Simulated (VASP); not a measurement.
Here is a VASP 6.6.1 calculation.

The input INCAR:

```
PREC     = Accurate       # precision mode
ENCUT    = 520            # plane-wave cutoff, eV
EDIFF    = 1E-8           # SCF threshold, eV
ISMEAR   = -1             # smearing method
SIGMA    = 0.02           # smearing width, eV
LREAL    = F              # projectors in reciprocal space
LASPH    = T              # aspherical terms in the spheres
NELM     = 100            # most SCF steps
ALGO     = Normal         # electronic algorithm
ISIF     = 2              # what is computed and relaxed
LWAVE    = F              # write WAVECAR
LCHARG   = F              # write CHGCAR
GGA      = PE             # functional
LEFG     = T            
NBANDS   = 64             # bands
```

KPOINTS

```
regular mesh
0
Gamma
  4 6 4
```

POSCAR

```
PbO2
1.0
    5.2980000000      0.0000000000      0.0000000000
    0.0000000000      3.2690000000      0.0000000000
    0.0000000000      0.0000000000      6.2390000000
Pb O
4 8
Direct
    0.2560000000      0.2500000000      0.8910000000
    0.7440000000      0.7500000000      0.1090000000
    0.7560000000      0.2500000000      0.6090000000
    0.2440000000      0.7500000000      0.3910000000
    0.3610000000      0.2500000000      0.5870000000
    0.6390000000      0.7500000000      0.4130000000
    0.8610000000      0.2500000000      0.9130000000
    0.1390000000      0.7500000000      0.0870000000
    0.0390000000      0.7500000000      0.6780000000
    0.9610000000      0.2500000000      0.3220000000
    0.5390000000      0.7500000000      0.8220000000
    0.4610000000      0.2500000000      0.1780000000
```

Potentials or basis: VASP PAW PBE potentials, release 64 (Pb_d, O).

Run with:

```bash
$ cat potpaw_PBE.64/Pb_d/POTCAR potpaw_PBE.64/O/POTCAR > POTCAR
$ mpirun -np 1 vasp_std > vasp.out
```

**Question.** What does it give for the band gap on the k mesh?

**Answer.** 0.04 eV, indirect (least direct gap 0.66 eV).

**Question.** What does it give for the largest force?

**Answer.** 2.014 eV/Å.

**Question.** Estimate the pressure.

**Answer.** 89.3 GPa.

Electric field gradients, principal values (V/Å²):
```csv
atom,least,middle,greatest (by size)
1 Pb,50.766,215.294,-266.060
2 Pb,50.766,215.294,-266.060
3 Pb,50.766,215.294,-266.060
4 Pb,50.766,215.294,-266.060
5 O,-2.611,-40.114,42.724
6 O,-2.611,-40.114,42.724
7 O,-2.611,-40.114,42.724
8 O,-2.611,-40.114,42.724
9 O,-2.741,-6.375,9.116
10 O,-2.741,-6.375,9.116
11 O,-2.741,-6.375,9.116
12 O,-2.741,-6.375,9.116
```

Caveat: without QUAD_EFG the Cq values of the log hold for a quadrupole moment of 1 mb, not for the nuclei; spin-orbit coupling is left out, which moves the levels of the heavy elements; forces of over 1 eV/Å act on the atoms, so gaps and moduli don't describe the material at rest. A k mesh can miss the band edges.
